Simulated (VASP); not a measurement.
# Be16P in VASP: notebook

The runs below take Be16P through single point, with PBEsol.

Everything below comes from runs of VASP 6.6.1. Logs are shortened: lines on timing, memory, paths and dates and some standing lists are left out, and cuts for length are marked.

### Step 1. The cell of the first run

The cell holds a slab with vacuum, 17 atoms: a = 4.580 Å, b = 4.580 Å, c = 16.383 Å, α = 90.00°, β = 90.00°, γ = 60.00°.

### Step 2. Single point, PBEsol

Input file INCAR:

```
SYSTEM = Be16P
PREC = Accurate ; ENCUT = 520
EDIFF = 1E-6 ; ISMEAR = -1
SIGMA = 0.15 ; LREAL = Auto
LASPH = .TRUE. ; NELM = 80
ALGO = Normal ; ISIF = 2
LWAVE = .FALSE. ; LCHARG = .FALSE.
GGA = PS ; NBANDS = 32
```

Input file KPOINTS:

```
regular mesh
0
G
  1 1 1
  0 0 0
```

Input file POSCAR:

```
Be16P
1.0
    4.5800000000      0.0000000000      0.0000000000
    2.2900000000      3.9663960000      0.0000000000
    0.0000000000      0.0000000000     16.3826450000
Be P
16 1
Direct
   -0.1666666667      0.3333333333      0.0610402044
    0.3333333333      0.3333333333      0.0610402044
   -0.1666666667      0.8333333333      0.0610402044
    0.3333333333      0.8333333333      0.0610402044
   -0.0018342010     -0.0012560521      0.1563812803
    0.5020202833     -0.0011877281      0.1563398340
    0.0047161606      0.4902314343      0.1557459128
    0.4993827246      0.5005707953      0.1559450870
   -0.1747315989      0.3355151629      0.2539442196
    0.3384578890      0.3351016893      0.2540227173
   -0.1588419047      0.8150025867      0.2522280743
    0.3318391814      0.8349360477      0.2517819925
   -0.0075303401     -0.0170925949      0.3478347361
    0.5215548150     -0.0170078832      0.3482245388
    0.0263751829      0.4461465774      0.3545987843
    0.4965977133      0.5053176738      0.3526771165
    0.2644490934      0.9647970097      0.4402425249
```

Potentials or basis: VASP PAW PBE potentials, release 64 (Be, P).

Launch:

```sh
$ cat potpaw_PBE.64/Be/POTCAR potpaw_PBE.64/P/POTCAR > POTCAR
$ mpirun -np 1 vasp_gam > vasp.out
```

OUTCAR:

```text
SYSTEM = Be16P
   PREC = Accurate
   ENCUT = 520
   EDIFF = 1E-6
   ISMEAR = -1
   LREAL = Auto
   LASPH = .TRUE.
   NELM = 80
   ISIF = 2
   GGA = PS

 ion  position               nearest neighbor table
   1  0.833  0.333  0.061-   7 2.03   8 2.04   5 2.05   3 2.29   3 2.29   4 2.29   4 2.29   2 2.29
                             2 2.29
   2  0.333  0.333  0.061-   7 2.03   8 2.04   6 2.05   4 2.29   3 2.29   4 2.29   3 2.29   1 2.29
                             1 2.29
   3  0.833  0.833  0.061-   5 2.04   6 2.04   7 2.06   1 2.29   1 2.29   2 2.29   2 2.29   4 2.29
                             4 2.29
   4  0.333  0.833  0.061-   8 2.04   6 2.05   5 2.05   2 2.29   1 2.29   2 2.29   1 2.29   3 2.29
                             3 2.29
   5  0.998  0.999  0.156-   3 2.04  12 2.05   1 2.05   4 2.05  11 2.07   9 2.08   7 2.27   6 2.27
                             8 2.29   8 2.29   6 2.31   7 2.31
   6  0.502  0.999  0.156-   3 2.04   4 2.05   2 2.05  12 2.05  11 2.07  10 2.08   7 2.26   5 2.27
                             8 2.29   8 2.29   5 2.31   7 2.32
   7  0.005  0.490  0.156-   1 2.03   2 2.03  11 2.04   3 2.06  10 2.09   9 2.09   6 2.26   5 2.27
                             8 2.29   8 2.29   5 2.31   6 2.32
   8  0.499  0.501  0.156-   4 2.04   2 2.04   1 2.04  12 2.06   9 2.06  10 2.06   6 2.29   5 2.29
                             7 2.29   7 2.29   5 2.29   6 2.29
   9  0.825  0.336  0.254-   8 2.06  15 2.07  16 2.08  13 2.08   5 2.08   7 2.09  10 2.23  11 2.23
                            12 2.27  12 2.31  11 2.35  10 2.35
  10  0.338  0.335  0.254-   8 2.06  15 2.07  16 2.08  14 2.08   6 2.08   7 2.09   9 2.23  11 2.24
                            12 2.27  12 2.31  11 2.34   9 2.35
  11  0.841  0.815  0.252-  13 2.01  14 2.02   7 2.04   6 2.07   5 2.07  15 2.23   9 2.23  10 2.24
                            12 2.29  12 2.29  10 2.34   9 2.35
  12  0.332  0.835  0.252-   5 2.05   6 2.05   8 2.06  13 2.07  14 2.07  16 2.11   9 2.27  10 2.27
                            11 2.29  11 2.29  10 2.31   9 2.31
  13  0.992  0.983  0.348-  17 1.94  11 2.01  12 2.07   9 2.08  14 2.16  15 2.21  16 2.25  16 2.34
                            15 2.39
  14  0.522  0.983  0.348-  17 1.94  11 2.02  12 2.07  10 2.08  13 2.16  15 2.20  16 2.25  16 2.34

  15  0.026  0.446  0.355-  10 2.07   9 2.07  14 2.20  13 2.21  11 2.23  16 2.30  16 2.30  17 2.37
                            13 2.39
  16  0.497  0.505  0.353-  10 2.08   9 2.08  12 2.11  14 2.25  13 2.25  15 2.30  15 2.30  17 2.32
                            13 2.34  14 2.34
  17  0.264  0.965  0.440-  13 1.94  14 1.94  16 2.32  15 2.37

  LATTYP: Found a hexagonal cell.
 ALAT       =     4.5799996975
 C/A-ratio  =     3.5769969612

  Lattice vectors:

 A1 = (  -2.2900000000,  -3.9663960000,   0.0000000000)
 A2 = (   4.5800000000,   0.0000000000,   0.0000000000)
 A3 = (   0.0000000000,   0.0000000000,  16.3826450000)

Analysis of symmetry for initial positions (statically):
=====================================================================
 Subroutine PRICEL returns:
 Original cell was already a primitive cell.

 Routine SETGRP: Setting up the symmetry group for a
 hexagonal supercell.

 Subroutine GETGRP returns: Found  1 space group operations
 (whereof  1 operations were pure point group operations)
 out of a pool of 24 trial point group operations.

The static configuration has the point symmetry C_1 .

Analysis of symmetry for dynamics (positions and initial velocities):
=====================================================================
 Subroutine PRICEL returns:
 Original cell was already a primitive cell.

 Routine SETGRP: Setting up the symmetry group for a
 hexagonal supercell.

 Subroutine GETGRP returns: Found  1 space group operations
 (whereof  1 operations were pure point group operations)
 out of a pool of 24 trial point group operations.

The dynamic configuration has the point symmetry C_1 .

 Subroutine INISYM returns: Found  1 space group operations
 (whereof  1 operations are pure point group operations),
 and found     1 'primitive' translations

----------------------------------------------------------------------------------------

                                     Primitive cell

  volume of cell :     297.6087

  direct lattice vectors                    reciprocal lattice vectors
     4.580000000  0.000000000  0.000000000     0.218340611 -0.126059022  0.000000000
     2.290000000  3.966396000  0.000000000     0.000000000  0.252118044  0.000000000
     0.000000000  0.000000000 16.382645000     0.000000000  0.000000000  0.061040204

  length of vectors
     4.580000000  4.579999697 16.382645000     0.252118027  0.252118044  0.061040204

  position of ions in fractional coordinates (direct lattice)
     0.833333333  0.333333333  0.061040204
     0.333333333  0.333333333  0.061040204
     0.833333333  0.833333333  0.061040204
     0.333333333  0.833333333  0.061040204
     0.998165799  0.998743948  0.156381280
     0.502020283  0.998812272  0.156339834
[... 9 lines left out ...]
     0.496597713  0.505317674  0.352677116
     0.264449093  0.964797010  0.440242525

  ion indices of the primitive-cell ions
   primitive index   ion index
                 1           1
                 2           2
                 3           3
                 4           4
                 5           5
                 6           6
[... 9 lines left out ...]
                16          16
                17          17

----------------------------------------------------------------------------------------

 KPOINTS: regular mesh

Automatic generation of k-mesh.
 Grid dimensions read from file:
 generate k-points for:    1    1    1

 Generating k-lattice:

  Cartesian coordinates                     Fractional coordinates (reciprocal lattice)
     0.218340611 -0.126059022  0.000000000     1.000000000  0.000000000  0.000000000
     0.000000000  0.252118044  0.000000000     0.000000000  1.000000000  0.000000000
     0.000000000  0.000000000  0.061040204     0.000000000  0.000000000  1.000000000

  Length of vectors
     0.252118027  0.252118044  0.061040204

  Shift w.r.t. Gamma in fractional coordinates (k-lattice)
     0.000000000  0.000000000  0.000000000

 Subroutine IBZKPT returns following result:
 ===========================================

 Found      1 irreducible k-points:

 Following reciprocal coordinates:
            Coordinates               Weight
  0.000000  0.000000  0.000000      1.000000
   k-points           NKPTS =      1   k-points in BZ     NKDIM =      1   number of bands    NBANDS=     32
   number of dos      NEDOS =    301   number of ions     NIONS =     17
   total plane-waves  NPLWV = 163296
   dimension x,y,z NGX =    36 NGY =   36 NGZ =  126
   dimension x,y,z NGXF=    72 NGYF=   72 NGZF=  252
   ions per type =              16   1
   NGX,Y,Z   is equivalent  to a cutoff of  13.07, 13.07, 12.79 a.u.
   NGXF,Y,Z  is equivalent  to a cutoff of  26.13, 26.13, 25.57 a.u.
 SYSTEM =  Be16P
   PREC   = accura    normal or accurate (medium, high low for compatibility)
   ISTART =      0    job   : 0-new  1-cont  2-samecut
   ICHARG =      2    charge: 1-file 2-atom 10-const
   ISPIN  =      1    spin polarized calculation?
   LNONCOLLINEAR =      F non collinear calculations
   LSORBIT =      F    spin-orbit coupling
   LASPH  =      T    aspherical Exc in radial PAW
   ENCUT  =  520.0 eV  38.22 Ry    6.18 a.u.   8.52  8.52 30.46*2*pi/ulx,y,z
   NELM   =     80;   NELMIN=  2; NELMDL= -5     # of ELM steps
   EDIFF  = 0.1E-05   stopping-criterion for ELM
   LREAL  =      T    real-space projection
   EDIFFG = 0.1E-04   stopping-criterion for IOM
   NSW    =      0    number of steps for IOM
   IBRION =     -1    ionic relax: 0-MD 1-quasi-New 2-CG
   NFREE  =      0    steps in history (QN), initial steepest desc. (CG)
   ISIF   =      2    stress and relaxation
   ISYM   =      2    0-nonsym 1-usesym 2-fastsym
   POTIM  = 0.5000    time-step for ionic-motion
   TEBEG  =    0.0;   TEEND  =   0.0 temperature during run
   PSTRESS=    0.0 pullay stress
   NELECT =      37.0000    total number of electrons
   NUPDOWN=      -1.0000    fix difference up-down
   EMIN   =  10.00;   EMAX   =-10.00  energy-range for DOS
   EFERMI =   0.00;   METHOD = LEGACY
   ISMEAR =    -1;   SIGMA  =   0.15  broadening in eV -4-tet -1-fermi 0-gaus
   EFERMI_NEDOS =   21; number of points for ismear=-14 and -15
   IALGO  =     38    algorithm
   IMIX   =      4    mixing-type and parameters
     AMIX     =   0.40;   BMIX     =  1.00
     AMIX_MAG =   1.60;   BMIX_MAG =  1.00
  volume/ion in A,a.u.               =      17.51       118.14
  Fermi-wavevector in a.u.,A,eV,Ry     =   0.817072  1.544042  9.083335  0.667606
  Thomas-Fermi vector in A             =   1.927454
   LORBIT       =      0    0 simple, 1 ext, 2 COOP (PROOUT), +10 PAW based schemes
   GGA     = PS    functional components
   LHFCALC =     F    Hartree Fock is set to
   AEXX    =    0.0000 exact exchange contribution
   IVDW    =     0    specifies the selected vdW correction
   LEPSILON=     F    determine dielectric tensor
   LRPA    =     F    only Hartree local field effects (RPA)
 non-spin polarized calculation
  energy-cutoff  :      520.00
  volume of cell :      297.61
 maximum number of plane-waves:      4024
 NGX is ok and might be reduce to    36
   NGX = 17   NGY = 17   NGZ = 61

 number of electron      37.0000001 magnetization

 Free energy of the ion-electron system (eV)
  ---------------------------------------------------
  ext. energy  EPLUGINS =         0.00000000
  ---------------------------------------------------
  free energy    TOTEN  =       -64.30139982 eV

  energy without entropy =      -63.84595343  energy(sigma->0) =      -64.07367663

 E-fermi :  -0.6241     XC(G=0):  -6.0611

 val. band max:       -0.7053820955   @ k =   0.0000   0.0000   0.0000
 cond. band min:      -0.1626615805   @ k =   0.0000   0.0000   0.0000
 fundamental gap:      0.5427205150
 Fermi energy:        -0.6241409379

 k-point     1 :       0.0000    0.0000    0.0000
  band No.  band energies     occupation
      1     -11.1087      2.00000
      2      -9.3512      2.00000
      3      -7.6070      2.00000
      4      -5.1187      2.00000
      5      -4.1470      2.00000
      6      -3.9443      2.00000
[... 22 lines left out ...]
     29       5.2397      0.00000
     30       5.7115      0.00000
 [bands above 30 left out]

------------------------ aborting loop because EDIFF is reached ----------------------------------------

  FORCE on cell =-STRESS in cart. coord.  units (eV):
  Direction    XX          YY          ZZ          XY          YZ          ZX
  --------------------------------------------------------------------------------------
  -------------------------------------------------------------------------------------
  Total       16.2170872     -0.5596831     -2.7825021      0.0336421      0.6935170      0.2234195
  in kB       87.3047484     -3.0130561    -14.9796105      0.1811124      3.7335511      1.2027800
  external PRESSURE =      23.1040273 kB  Pullay stress =       0.0000000 kB

 VOLUME and BASIS-vectors are now :
 -----------------------------------------------------------------------------
  energy-cutoff  :      520.00
  volume of cell :      297.61
      direct lattice vectors                 reciprocal lattice vectors
     4.580000000  0.000000000  0.000000000     0.218340611 -0.126059022  0.000000000
     2.290000000  3.966396000  0.000000000     0.000000000  0.252118044  0.000000000
     0.000000000  0.000000000 16.382645000     0.000000000  0.000000000  0.061040204

 POSITION                                       TOTAL-FORCE (eV/Angst)
 -----------------------------------------------------------------------------------
      4.58000      1.32213      1.00000        -0.059298     -0.030593      0.140569
      2.29000      1.32213      1.00000         0.050064     -0.029540      0.136792
      5.72500      3.30533      1.00000        -0.008573     -0.089899      0.193656
      3.43500      3.30533      1.00000        -0.011513      0.075073      0.248774
      6.85872      3.96141      2.56194        -0.001271     -0.003563     -0.024337
      4.58653      3.96169      2.56126        -0.001641     -0.003546     -0.023529
[... 9 lines left out ...]
      3.43159      2.00429      5.77778        -0.001067     -0.011306     -0.056251
      3.42056      3.82677      7.21234         0.030540      0.185499     -0.062241
 -----------------------------------------------------------------------------------
    total drift:                               -0.003145      0.001318      0.003506

  FREE ENERGIE OF THE ION-ELECTRON SYSTEM (eV)
  ---------------------------------------------------
  free  energy   TOTEN  =       -64.3013998249 eV

  energy  without entropy=      -63.8459534306  energy(sigma->0) =      -64.07367663
```

Run time: 26 s. Hardware: 1 thread of Intel Xeon 6975P-C (Granite Rapids), shared host; peak memory 0.35 GiB.

What came out:

* Free energy: -64.3014 eV
* Largest force: 0.260 eV/Å

Forces on the atoms (eV/Å):
```
Be  -0.059 -0.031  0.141
Be   0.050 -0.030  0.137
Be  -0.009 -0.090  0.194
Be  -0.012  0.075  0.249
Be  -0.001 -0.004 -0.024
Be  -0.002 -0.004 -0.024
Be  -0.003 -0.006 -0.026
Be  -0.001 -0.002 -0.024
Be  -0.008 -0.006 -0.067
Be   0.006 -0.006 -0.067
Be  -0.001 -0.005 -0.066
Be  -0.001  0.002 -0.061
Be  -0.019 -0.015 -0.083
Be   0.033 -0.015 -0.090
Be  -0.003 -0.039 -0.069
Be  -0.001 -0.011 -0.056
P    0.031  0.185 -0.062
```

Caveat: the k points lie up to 1.58 Å⁻¹ apart; the PAW data sets were made with another functional, which shifts forces and pressure a little.

### Step 3. Single point, PBEsol

Input file INCAR:

```
SYSTEM = Be16P
ALGO = Normal
EDIFF = 1E-6
ENCUT = 520
GGA = PS
ISIF = 2
ISMEAR = -1
LASPH = .TRUE.
LCHARG = .FALSE.
LREAL = Auto
LWAVE = .FALSE.
NBANDS = 32
NELM = 60
PREC = Accurate
SIGMA = 0.15
```

Input file KPOINTS:

```
k-points
0
G
  1 1 1
  0 0 0
```

Input file POSCAR:

```
Be16P
1.0
    4.5800000000      0.0000000000      0.0000000000
    2.2900000000      3.9663960000      0.0000000000
    0.0000000000      0.0000000000     16.3826450000
Be P
16 1
Direct
   -0.1666666667      0.3333333333      0.0610402044
    0.3333333333      0.3333333333      0.0610402044
   -0.1666666667      0.8333333333      0.0610402044
    0.3333333333      0.8333333333      0.0610402044
    0.0032889348      0.0032828290      0.1607751373
    0.5020540280     -0.0007185364      0.1610892502
   -0.0007140665      0.5020434167      0.1610891892
    0.5006844705      0.5006865174      0.1608759147
   -0.1715596105      0.3374131075      0.2631362030
    0.3335544348      0.3335430955      0.2605338759
   -0.1599671682      0.8399998386      0.2614679131
    0.3374267131      0.8284387136      0.2631353484
    0.0255071838      0.0255004795      0.3668576716
    0.5195707942     -0.0009346016      0.3602133843
   -0.0009185971      0.5195310806      0.3602144220
    0.4988085743      0.4987963885      0.3638173201
    0.2680716740      1.2680221541      0.4543514799
```

Potentials or basis: VASP PAW PBE potentials, release 64 (Be, P).

Launch:

```sh
$ cat potpaw_PBE.64/Be/POTCAR potpaw_PBE.64/P/POTCAR > POTCAR
$ mpirun -np 1 vasp_gam > vasp.out
```

Run time: 24 s. Hardware: 1 thread of Intel Xeon 6975P-C (Granite Rapids), shared host; peak memory 0.36 GiB.

The run converged. Its results:

| Item | Value |
| --- | --- |
| Free energy | -64.0361 eV |
| Largest force | 0.646 eV/Å |

Forces on the atoms (eV/Å):
```
Be   0.001  0.026  0.578
Be  -0.024 -0.014  0.646
Be   0.040  0.023  0.594
Be   0.024 -0.012  0.578
Be   0.010  0.006 -0.108
Be   0.004  0.003 -0.085
Be   0.004  0.002 -0.085
Be  -0.002 -0.001 -0.086
Be  -0.004  0.018 -0.191
Be  -0.003 -0.002 -0.155
Be   0.011  0.006 -0.195
Be   0.014 -0.012 -0.191
Be   0.077  0.044 -0.286
Be   0.054 -0.016 -0.263
Be   0.013  0.055 -0.262
Be   0.004  0.002 -0.214
P   -0.223 -0.129 -0.274
```

Levels at points of the mesh, in eV from the Fermi level:
```tsv
k point	band 15	band 16	band 17	band 18	band 19	band 20	band 21	band 22	band 23	band 24
(0.00, 0.00, 0.00)	-0.73	-0.36	-0.34	-0.32	-0.19	0.66	2.53	4.16	4.65	4.68
```

Caveat: the k points lie up to 1.58 Å⁻¹ apart; the PAW data sets were made with another functional, which shifts forces and pressure a little.
